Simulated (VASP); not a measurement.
Set up this calculation in VASP 6.6.1, as the native input.

```yaml
Task: single point
Functional: r2SCAN
Potentials_or_basis: VASP PAW PBE potentials, release 64 (Pt)
Cutoff: 520 eV
k_mesh: 11 × 11 × 6
Occupations: fermi-dirac, width 0.05 eV
Spin: no spin polarisation
Dipole_correction: no
Further_INCAR_settings: ALGO = Normal; EDIFF = 1e-07; NBANDS = 17
```

The system is Pt.

```
Pt
1.0
     2.76067    0.00000    0.00000
    -1.38033    2.39081    0.00000
     0.00000    0.00000    4.79213
Pt
2
Direct
  0.33333 0.66667 0.25000
  0.66667 0.33333 0.75000
```

These files were run (other wordings do the same):

POSCAR

```
Pt
1.0
    2.7606656158      0.0000000000      0.0000000000
   -1.3803328079      2.3908065546      0.0000000000
    0.0000000000      0.0000000000      4.7921340000
Pt
2
Direct
    0.3333333333      0.6666666667      0.2500000000
    0.6666666667      0.3333333333      0.7500000000
```

INCAR.step1

```
SYSTEM = Pt
PREC = Accurate
ENCUT = 520
ISMEAR = -1
SIGMA = 0.05
LREAL = .False.
LASPH = .True.
NELM = 80
NBANDS = 17
GGA = PE
ALGO = Normal
EDIFF = 1E-4
LWAVE = .True.
LCHARG = .False.
```

INCAR.step2

```
SYSTEM = Pt
PREC = Accurate
ENCUT = 520
EDIFF = 1E-7
ISMEAR = -1
SIGMA = 0.05
LREAL = .False.
LASPH = .True.
NELM = 80
ALGO = Normal
ISIF = 2
LWAVE = .False.
LCHARG = .False.
METAGGA = R2SCAN
LMIXTAU = .True.
NBANDS = 17
ISTART = 1
```

KPOINTS

```
Automatic mesh
0
Gamma
  11 11 6
  0 0 0
```

Potentials or basis: VASP PAW PBE potentials, release 64 (Pt).

Launch:

```bash
$ cat potpaw_PBE.64/Pt/POTCAR > POTCAR
$ cp INCAR.step1 INCAR
$ mpirun -np 1 vasp_std > vasp.out
$ cp INCAR.step2 INCAR
$ mpirun -np 1 vasp_std > vasp.out
```

It gave:

| Property | Result |
| --- | --- |
| Pressure | -5.7 GPa |
| Band gap on the k mesh | zero (band 10 reaches 10.51 eV, above the bottom of band 11 at 9.24 eV) |

Caveat: the PAW data sets were made with another functional, which shifts forces and pressure a little; spin-orbit coupling is left out, which moves the levels of the heavy elements.

It took 48 s on 1 thread of Intel(R) Xeon(R) 6975P-C (Granite Rapids), on a shared host, peak memory 0.18 GiB.
